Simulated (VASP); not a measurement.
Runs of VASP 6.6.1 on AlCu5. The structure is that of space group P-6m2 (No. 187), or close to it. The cells are those of the table. 

| task | cell | k mesh | cutoff (eV) | gap on the mesh (eV) | pressure (GPa) | largest force (eV/Å) |
| --- | --- | --- | --- | --- | --- | --- |
| single point | a = 2.651, b = 2.651, c = 12.357 Å, angles 90.0, 90.0, 120.0°, 6 atoms | 6 × 6 × 2 | 520 | none | 0.6 | 0.01 |
| relaxation of cell and atoms | relaxed from a = 2.664, b = 2.664, c = 12.931 Å, angles 90.0, 90.0, 120.0°, 6 atoms | 6 × 6 × 2 | 600 | none | -0.1 | 0.03 |
| single point | a = 2.639, b = 2.639, c = 12.460 Å, angles 90.0, 90.0, 120.0°, 6 atoms | 18 × 18 × 4 | 520 | none | 0.5 | 0.01 |
| single point | a = 2.664, b = 2.664, c = 12.931 Å, angles 90.0, 90.0, 120.0°, 6 atoms | 6 × 6 × 2 | 520 | none | (a) | 0.07 |

Alike in all rows: level PBE; potentials or basis VASP PAW PBE potentials, release 64 (Al, Cu); no spin polarisation; smearing gaussian 0.1 eV.

Fill in the values left out.

(a) -5.9.

Caveats: some runs use coarse meshes.

A gap of «none» marks levels without a gap at the run's occupations.
